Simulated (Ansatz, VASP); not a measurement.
**One calculation of Hg, two programs**

The input INCAR:

```
SYSTEM = Hg
PREC = Accurate
ENCUT = 520
EDIFF = 1E-6
ISMEAR = 0
SIGMA = 0.15
LREAL = .FALSE.
LASPH = .TRUE.
NELM = 100
ALGO = Fast
ISIF = 2
LWAVE = .FALSE.
LCHARG = .TRUE.
GGA = PS
IVDW = 12
LELF = .TRUE.
LVHAR = .TRUE.
NBANDS = 19
```

Contents of KPOINTS:

```
regular mesh
0
G
  18 18 10
  0 0 0
```

Contents of POSCAR:

```
Hg
1.0
    3.1540667384      0.0000000000      0.0000000000
   -1.5770333692      2.7315019207      0.0000000000
    0.0000000000      0.0000000000      5.4194000000
Hg
2
Direct
    0.6666666667      0.3333333333      0.7500000000
    0.3333333333      0.6666666667      0.2500000000
```

Input for Ansatz:

```yaml
crystal:
  lattice:
    - [3.1540667384, 0.0, 0.0]
    - [-1.5770333692, 2.7315019207, 0.0]
    - [0.0, 0.0, 5.4194]
  atoms:
    - { symbol: Hg, position: [0.6666666667, 0.3333333333, 0.75] }
    - { symbol: Hg, position: [0.3333333333, 0.6666666667, 0.25] }
basis:
  ecutwfc: 420
kpoints:
  mp_grid: { grid: [18, 18, 10] }
hamiltonian:
  xc: pbesol
  dispersion: d3bj
scf:
  occupations: { method: gaussian, width: 0.15 }
output:
  forces: true
  stress: true
  eigenvalues: true
```

Alike in both runs: task single point; functional PBEsol; dispersion D3(BJ); k mesh 18 × 18 × 10; occupations gaussian, width 0.15 eV; no spin polarisation.

|  | VASP | Ansatz |
| --- | --- | --- |
| version | VASP 6.6.1 | Ansatz 0.2.0 |
| potentials or method | VASP PAW PBE potentials, release 64 (Hg), cutoff 520 eV | scalar-relativistic, plane waves, PAW |
| valence electrons in the cell | 24 | 40 |

VASP gave:

- gap on the k mesh at the Fermi level (eV): none
- pressure (GPa): -2.3
- traceless stress, the component that is largest in VASP (GPa): -0.24

Which values does Ansatz return?

gap on the k mesh at the Fermi level (eV): none; pressure (GPa): -2.7; traceless stress, the component that is largest in VASP (GPa): -0.17.

VASP's potentials were made for PBE, not for PBEsol. A gap of «none» marks a metal or a gap that the smearing closes. VASP's potentials hold 24 valence electrons a cell and Ansatz's 40, so a difference there can come from the potentials and not from the codes.

Neither program's run includes spin-orbit coupling.
